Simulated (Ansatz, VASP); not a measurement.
One calculation of C, two programs

```xyz
4
Lattice="2.3419 -1.5478 0.0000 2.3419 1.5478 0.0000 0.0000 0.0000 6.3141" Properties=species:S:1:pos:R:3 pbc="T T T"
C     2.3419   -1.0835    0.7387
C     2.3419   -0.4644    3.8958
C     2.3419    1.0835    5.5753
C     2.3419    0.4644    2.4183
```

Alike in both runs: task single point; functional r2SCAN; k mesh 8 × 8 × 4; occupations gaussian, width 0.1 eV; no spin polarisation.

|  | VASP | Ansatz |
| --- | --- | --- |
| version | VASP 6.6.1 | Ansatz 0.2.0 |
| potentials or method | VASP PAW PBE potentials, release 64 (C), cutoff 520 eV | scalar-relativistic, plane waves, PAW |
| valence electrons in the cell | 16 | 16 |

```csv
,VASP,Ansatz,Ansatz less VASP
gap on the k mesh at the Fermi level (eV),none,none,-
rms of the force components (eV/Å),1.736,1.746,+0.0101
```

VASP's potentials were made for PBE, not for r2SCAN. Atom by atom the forces differ by 0.010 eV/Å (rms over components). A gap of «none» marks a metal or a gap that the smearing closes. With one functional, cell and mesh, what is left measures potentials, basis and numerics.
